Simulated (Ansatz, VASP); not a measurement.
**Two plane-wave programs on KC**

```
K C
1.0
     2.34257   -2.33126    0.00000
     2.34257    2.33126    0.00000
     0.00000    0.00000    3.71406
K C
1 1
Direct
  0.00000 0.00000 0.50000
  0.50000 0.50000 0.00000
```

Alike in both runs: functional PBE; k mesh 6 × 6 × 4; occupations gaussian, width 0.2 eV; no spin polarisation.

Ansatz relaxed the structure, and its values are those at the end. VASP's run is a single point on that final structure, the one shown.

```csv
,VASP,Ansatz
version,VASP 6.6.1,Ansatz 0.2.0
potentials or method,"VASP PAW PBE potentials, release 64 (K_sv, C), cutoff 600 eV","scalar-relativistic, plane waves, PAW"
valence electrons in the cell,13,13
```

|  | VASP | Ansatz | Ansatz less VASP |
| --- | --- | --- | --- |
| gap on the k mesh at the Fermi level (eV) | none | none | - |
| pressure (GPa) | 0.3 | 0.2 | -0.11 |

A gap of «none» marks a metal or a gap that the smearing closes. With one functional, cell and mesh, what is left measures potentials, basis and numerics.

The k mesh is coarse, so the values compare programs but aren't converged.
